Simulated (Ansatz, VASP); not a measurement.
**One calculation of MoS2, two programs**

```
Mo S
1.0
     3.18454    0.00000    0.00000
    -1.59227    2.75789    0.00000
     0.00000    0.00000   21.23712
Mo S
2 4
Direct
  0.33333 0.66667 0.85116
  0.66667 0.33333 0.14884
  0.66667 0.33333 0.77963
  0.33333 0.66667 0.07725
  0.66667 0.33333 0.92275
  0.33333 0.66667 0.22037
```

Alike in both runs: task single point; functional PBEsol; k mesh 8 × 8 × 1; occupations fermi-dirac, width 0.05 eV; no spin polarisation.

|  | VASP | Ansatz |
| --- | --- | --- |
| version | VASP 6.6.1 | Ansatz 0.2.0 |
| potentials or method | VASP PAW PBE potentials, release 64 (Mo_sv, S) | Ansatz PAW |
| plane-wave cutoff (eV) | 520 | 420 |
| valence electrons in the cell | 52 | 52 |

|  | VASP | Ansatz | Ansatz less VASP |
| --- | --- | --- | --- |
| gap on the k mesh at the Fermi level (eV) | 1.21 | 1.19 | -0.015 |
| least direct gap on the mesh (eV) | 1.93 | 1.92 | -0.005 |
| rms of the force components (eV/Å) | 0.229 | 0.228 | -0.0003 |

VASP's potentials were made for PBE, not for PBEsol. Atom by atom the forces differ by 0.000 eV/Å (rms over components). The functional is the same, so the differences come from potentials, cutoffs and numerics.
